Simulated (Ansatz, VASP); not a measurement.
# One calculation of Ga, two programs

```
Ga
1.0
     2.24914   -3.81627    0.00000
     2.24914    3.81627    0.00000
     0.00000    0.00000    4.51746
Ga
4
Direct
  0.65584 0.34416 0.41664
  0.84416 0.15584 0.91664
  0.34416 0.65584 0.58336
  0.15584 0.84416 0.08336
```

Alike in both runs: functional PBE; dispersion D3(BJ); k mesh 12 × 12 × 10; occupations gaussian, width 0.1 eV; no spin polarisation.

Ansatz relaxed the structure, and its values are those at the end. VASP's run is a single point on that final structure, the one shown.

|  | VASP | Ansatz |
| --- | --- | --- |
| version | VASP 6.6.1 | Ansatz 0.2.0 |
| potentials or method | VASP PAW PBE potentials, release 64 (Ga_d), cutoff 520 eV | scalar-relativistic, plane waves, PAW |
| valence electrons in the cell | 52 | 52 |

Ansatz gave:

```
gap on the k mesh at the Fermi level (eV) : none
pressure (GPa)                            : 0.0
```

Problem. Which values does VASP return?

Solution. gap on the k mesh at the Fermi level (eV): none; pressure (GPa): 0.1.

A gap of «none» marks a metal or a gap that the smearing closes.
